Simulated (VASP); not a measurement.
# Bi (P1) in VASP: notebook, part 2 of 2

VASP 6.6.1. Earlier steps stand in the parts before.

## 3. Single point, PBE

Contents of INCAR:

```
SYSTEM = Bi
PREC     = Accurate       ! precision mode
ENCUT    = 520            ! plane-wave cutoff, eV
EDIFF    = 1E-6           ! SCF threshold, eV
ISMEAR   = -1             ! smearing method
SIGMA    = 0.05           ! smearing width, eV
LREAL    = .FALSE.        ! projectors in reciprocal space
LASPH    = .TRUE.         ! aspherical terms in the spheres
NELM     = 80             ! most SCF steps
ALGO     = Normal         ! electronic algorithm
ISIF     = 2              ! what is computed and relaxed
LWAVE    = .FALSE.        ! write WAVECAR
LCHARG   = .FALSE.        ! write CHGCAR
GGA      = PE             ! functional
NBANDS   = 70             ! bands
```

Contents of KPOINTS:

```
regular mesh
0
G
  3 2 3
  0 0 0
```

Contents of POSCAR:

```
Bi
1.0
   -0.5611470000     -5.2656250000     -3.7535950000
   -4.9035570000      2.4080070000     -3.7793550000
    4.8191770000      2.5491750000     -3.5743610000
Bi
8
Direct
    0.2927066109      0.2287180223      0.1856089320
    0.2690727257      0.7962178890      0.6732330346
    0.7925796843      0.2099020432      0.7420211678
    0.7197590904      0.7289346697      0.2631701131
    0.2200460047      0.2625884003      0.7387201889
    0.2554402453      0.7154601463      0.2482577701
    0.7288195600      0.2868676251      0.2764695426
    0.7928281711      0.7138941282      0.7597362992
```

Potentials or basis: VASP PAW PBE potentials, release 64 (Bi_d).

Command:

```console
cat potpaw_PBE.64/Bi_d/POTCAR > POTCAR
mpirun -np 1 vasp_std > vasp.out
```

OUTCAR:

```text
SYSTEM = Bi
   PREC = Accurate
   ENCUT = 520
   EDIFF = 1E-6
   ISMEAR = -1
   LREAL = .FALSE.
   LASPH = .TRUE.
   NELM = 80
   ISIF = 2
   GGA = PE

 ion  position               nearest neighbor table
   1  0.293  0.229  0.186-   7 2.91   5 2.95   6 3.21   6 3.50   5 3.65   7 3.72
   2  0.269  0.796  0.673-   6 2.77   5 3.08   8 3.28   8 3.41   5 3.66   6 3.84
   3  0.793  0.210  0.742-   5 2.83   7 3.12   8 3.31   8 3.34   7 3.52   5 3.70
   4  0.720  0.729  0.263-   7 2.94   6 3.02   8 3.25   8 3.34   6 3.48   7 3.71
   5  0.220  0.263  0.739-   3 2.83   1 2.95   2 3.08   1 3.65   2 3.66   3 3.70   8 3.88
   6  0.255  0.715  0.248-   2 2.77   4 3.02   1 3.21   4 3.48   1 3.50   2 3.84
   7  0.729  0.287  0.276-   1 2.91   4 2.94   3 3.12   3 3.52   4 3.71   1 3.72
   8  0.793  0.714  0.760-   4 3.25   2 3.28   3 3.31   4 3.34   3 3.34   2 3.41   5 3.88

  LATTYP: Found a triclinic cell.
 ALAT       =     8.8689296070
 B/A-ratio  =     0.7489976719
 C/A-ratio  =     1.0034960593
 COS(alpha) =     0.0046383815
 COS(beta)  =     0.5075510349
 COS(gamma) =     0.6813760771

  Lattice vectors:

 A1 = (   0.0843800000,  -4.9571820000,   7.3537160000)
 A2 = (   4.9035570000,  -2.4080070000,   3.7793550000)
 A3 = (  -4.2580300000,   2.7164500000,   7.3279560000)

Analysis of symmetry for initial positions (statically):
=====================================================================
 Subroutine PRICEL returns:
 Original cell was already a primitive cell.

 Routine SETGRP: Setting up the symmetry group for a
 triclinic supercell.

 Subroutine GETGRP returns: Found  1 space group operations
 (whereof  1 operations were pure point group operations)
 out of a pool of  2 trial point group operations.

The static configuration has the point symmetry C_1 .

Analysis of symmetry for dynamics (positions and initial velocities):
=====================================================================
[... 129 lines left out ...]
  Fermi-wavevector in a.u.,A,eV,Ry     =   1.237093  2.337767 20.822343  1.530399
  Thomas-Fermi vector in A             =   2.371674
   LORBIT       =      0    0 simple, 1 ext, 2 COOP (PROOUT), +10 PAW based schemes
   GGA     = PE    functional components
   LHFCALC =     F    Hartree Fock is set to
   AEXX    =    0.0000 exact exchange contribution
   IVDW    =     0    specifies the selected vdW correction
   LEPSILON=     F    determine dielectric tensor
   LRPA    =     F    only Hartree local field effects (RPA)
 non-spin polarized calculation
  energy-cutoff  :      520.00
  volume of cell :      278.10
 maximum number of plane-waves:      7509
   NGX = 25   NGY = 25   NGZ = 25

 number of electron     120.0000022 magnetization

 Free energy of the ion-electron system (eV)
  ---------------------------------------------------
  ext. energy  EPLUGINS =         0.00000000
  ---------------------------------------------------
  free energy    TOTEN  =       -29.28474722 eV

  energy without entropy =      -29.24760881  energy(sigma->0) =      -29.26617802

 E-fermi :   6.4499     XC(G=0):  -9.5740

 val. band max:        6.4335789056   @ k =  -0.3333  -0.0000   0.3333
 cond. band min:       6.4750850099   @ k =  -0.0000   0.5000   0.3333
 fundamental gap:      0.0415061043
 Fermi energy:         6.4498549101

 k-point     1 :       0.0000    0.0000    0.0000
  band No.  band energies     occupation
      1     -16.6622      2.00000
      2     -16.6195      2.00000
      3     -16.5272      2.00000
      4     -16.4999      2.00000
      5     -16.4342      2.00000
      6     -16.4266      2.00000
[... 719 lines left out ...]
     69       8.8737      0.00000
     70       8.9888      0.00000

------------------------ aborting loop because EDIFF is reached ----------------------------------------

  FORCE on cell =-STRESS in cart. coord.  units (eV):
  Direction    XX          YY          ZZ          XY          YZ          ZX
  --------------------------------------------------------------------------------------
  -------------------------------------------------------------------------------------
  Total        8.7391683      5.2225224      9.7412987     -2.5165023     -2.3169805      3.2337478
  in kB       50.3479711     30.0879211     56.1214304    -14.4980369    -13.3485550     18.6302213
  external PRESSURE =      45.5191075 kB  Pullay stress =       0.0000000 kB

 VOLUME and BASIS-vectors are now :
 -----------------------------------------------------------------------------
  energy-cutoff  :      520.00
  volume of cell :      278.10
      direct lattice vectors                 reciprocal lattice vectors
    -0.561147000 -5.265625000 -3.753595000     0.003693478 -0.128517264 -0.086676603
    -4.903557000  2.408007000 -3.779355000    -0.102085452  0.072258490 -0.086104432
     4.819177000  2.549175000 -3.574361000     0.104061493  0.058559075 -0.097704714

 POSITION                                       TOTAL-FORCE (eV/Angst)
 -----------------------------------------------------------------------------------
     -0.39130     -0.51738     -2.62654         0.714180      0.742442      0.118064
     -0.81086      2.21665     -6.42556         1.627633      0.529772     -0.941904
      2.10191     -1.77644     -6.42057         0.268162      1.202637      0.701496
     -2.71000     -1.36384     -6.39725        -0.848758      0.088073     -0.552181
      2.14893      1.35676     -4.45883        -0.964576     -0.889258     -0.536418
     -2.45524      1.01063     -4.55016        -1.330206     -0.286281      1.300458
     -0.48329     -2.44214     -4.80807         0.562673     -1.402575      0.228756
     -0.28421     -0.51897     -8.38959        -0.029108      0.015190     -0.318271
 -----------------------------------------------------------------------------------
    total drift:                               -0.000723      0.001517      0.000175

  FREE ENERGIE OF THE ION-ELECTRON SYSTEM (eV)
  ---------------------------------------------------
  free  energy   TOTEN  =       -29.2847472231 eV

  energy  without entropy=      -29.2476088101  energy(sigma->0) =      -29.26617802
```

stdout:

```text
POSCAR found type information on POSCAR Bi
 POSCAR found :  1 types and       8 ions
 scaLAPACK will be used
 LDA part: xc-table for (Slater+PW92), standard interpolation
 POSCAR, INCAR and KPOINTS ok, starting setup
 FFT: planning ... GRIDC
 FFT: planning ... GRID_SOFT
 FFT: planning ... GRID
 WAVECAR not read
 entering main loop
```

Wall time 5 min (1 thread of Intel Xeon 8259CL, shared host); peak memory 0.38 GiB.

What came out:

```
Free energy            : -29.2847 eV
Pressure               : 4.6 GPa
Largest force          : 1.954 eV/Å
Band gap on the k mesh : zero (bands 60 and 61 overlap by 0.41 eV)
```

Forces in eV/Å, atoms in the order of the input:
```
Bi   0.714  0.742  0.118
Bi   1.628  0.530 -0.942
Bi   0.268  1.203  0.701
Bi  -0.849  0.088 -0.552
Bi  -0.965 -0.889 -0.536
Bi  -1.330 -0.286  1.300
Bi   0.563 -1.403  0.229
Bi  -0.029  0.015 -0.318
```

Stress tensor (GPa, compression positive):
```
 5.03 -1.45  1.86
-1.45  3.01 -1.33
 1.86 -1.33  5.61
```

Caveat: the k points lie up to 0.48 Å⁻¹ apart; spin-orbit coupling is left out, which moves the levels of the heavy elements; forces of over 1 eV/Å act on the atoms, so gaps and moduli don't describe the material at rest.

## 4. Single point, PBE

Contents of INCAR:

```
PREC = Accurate
ENCUT = 520
EDIFF = 1E-6
ISMEAR = -1
SIGMA = 0.05
LREAL = False
LASPH = True
NELM = 100
ALGO = Normal
ISIF = 2
LWAVE = False
LCHARG = False
GGA = PE
NBANDS = 70
```

Contents of KPOINTS:

```
Automatic mesh
0
Gamma
  3 2 3
```

Contents of POSCAR:

```
Bi
1.0
   -0.5611470000     -5.2656250000     -3.7535950000
   -4.9035570000      2.4080070000     -3.7793550000
    4.8191770000      2.5491750000     -3.5743610000
Bi
8
Direct
    0.2858478094      0.2238883654      0.1819453824
    0.2652641952      0.7972908434      0.6789925549
    0.7936442860      0.2094452134      0.7460200471
    0.7179527482      0.7403970282      0.3039060531
    0.2137054326      0.2740419765      0.7354068162
    0.2503664778      0.7137516922      0.2417938798
    0.7461215587      0.2689420992      0.2692450988
    0.7983494904      0.7148258238      0.7299069102
```

Potentials or basis: VASP PAW PBE potentials, release 64 (Bi_d).

Command:

```console
cat potpaw_PBE.64/Bi_d/POTCAR > POTCAR
mpirun -np 1 vasp_std > vasp.out
```

OUTCAR:

```text
PREC = Accurate
   ENCUT = 520
   EDIFF = 1E-6
   ISMEAR = -1
   LREAL = False
   LASPH = True
   NELM = 100
   ISIF = 2
   GGA = PE

 ion  position               nearest neighbor table
   1  0.286  0.224  0.182-   5 2.96   7 3.04   6 3.23   6 3.48   7 3.56   5 3.65
   2  0.265  0.797  0.679-   6 2.85   5 3.14   8 3.18   8 3.45   5 3.58   6 3.77   4 3.91   3 3.92

   3  0.794  0.209  0.746-   5 2.81   7 3.16   8 3.27   8 3.37   7 3.43   5 3.74   2 3.92
   4  0.718  0.740  0.304-   8 2.81   6 3.06   7 3.11   6 3.49   7 3.56   8 3.80   2 3.91
   5  0.214  0.274  0.735-   3 2.81   1 2.96   2 3.14   2 3.58   1 3.65   3 3.74   8 3.78
   6  0.250  0.714  0.242-   2 2.85   4 3.06   1 3.23   1 3.48   4 3.49   2 3.77
[... 932 lines left out ...]
  external PRESSURE =      45.3329297 kB  Pullay stress =       0.0000000 kB

 VOLUME and BASIS-vectors are now :
 -----------------------------------------------------------------------------
  energy-cutoff  :      520.00
  volume of cell :      278.10
      direct lattice vectors                 reciprocal lattice vectors
    -0.561147000 -5.265625000 -3.753595000     0.003693478 -0.128517264 -0.086676603
    -4.903557000  2.408007000 -3.779355000    -0.102085452  0.072258490 -0.086104432
     4.819177000  2.549175000 -3.574361000     0.104061493  0.058559075 -0.097704714

 POSITION                                       TOTAL-FORCE (eV/Angst)
 -----------------------------------------------------------------------------------
     -0.38142     -0.50223     -2.56945         0.483754      0.266847     -0.373423
     -0.78623      2.25397     -6.43590         1.065052      0.459350     -0.633052
      2.12283     -1.77295     -6.43713         0.221647      1.337247      0.943071
     -2.56888     -1.22288     -6.57940        -1.407867     -0.454246      0.988956
      2.08035      1.40928     -4.46648        -0.790728     -1.155668     -0.652285
     -2.47517      1.01676     -4.50155        -0.983991     -0.299566      0.784611
     -0.43992     -2.59483     -4.77945         0.156003     -0.524327      0.272161
     -0.43563     -0.62184     -8.30721         1.256130      0.370363     -1.330038
 -----------------------------------------------------------------------------------
    total drift:                               -0.000666     -0.001072      0.000019

  FREE ENERGIE OF THE ION-ELECTRON SYSTEM (eV)
  ---------------------------------------------------
  free  energy   TOTEN  =       -29.3176284688 eV

  energy  without entropy=      -29.2824297198  energy(sigma->0) =      -29.30002909
```

It took 4.4 min on 1 thread of Intel Xeon 8259CL, shared host; peak memory 0.39 GiB.

Results:

```yaml
Free_energy: -29.3176 eV
Pressure: 4.5 GPa
Largest_force: 1.867 eV/Å
Band_gap_on_the_k_mesh: zero (bands 60 and 61 overlap by 0.48 eV)
```

Forces in eV/Å, atoms in the order of the input:
```
Bi   0.484  0.267 -0.373
Bi   1.065  0.459 -0.633
Bi   0.222  1.337  0.943
Bi  -1.408 -0.454  0.989
Bi  -0.791 -1.156 -0.652
Bi  -0.984 -0.300  0.785
Bi   0.156 -0.524  0.272
Bi   1.256  0.370 -1.330
```

Caveat: the k points lie up to 0.48 Å⁻¹ apart; spin-orbit coupling is left out, which moves the levels of the heavy elements; forces of over 1 eV/Å act on the atoms, so gaps and moduli don't describe the material at rest.

## 5. The runs side by side

| cell | gap on the mesh (eV) | pressure (GPa) | largest force (eV/Å) |
| --- | --- | --- | --- |
| as given, atomic positions A | none | 6.1 | 2.84 |
| as given, atomic positions B | none | 4.6 | 1.95 |
| as given, atomic positions C | none | 4.5 | 1.87 |

Alike in all rows: task single point; level PBE; potentials or basis VASP PAW PBE potentials, release 64 (Bi_d); no spin polarisation; k mesh 3 × 2 × 3; cutoff (eV) 520; smearing fermi-dirac 0.05 eV.

Caveats: all runs use coarse meshes; spin-orbit coupling is left out, which moves the levels of the heavy elements; forces of over 1 eV/Å act on the atoms, so gaps and moduli don't describe the material at rest.

Absolute energies hang on the potentials; compare differences alone.

The gap in the log of VASP goes by the Fermi energy; the results here count the filled bands.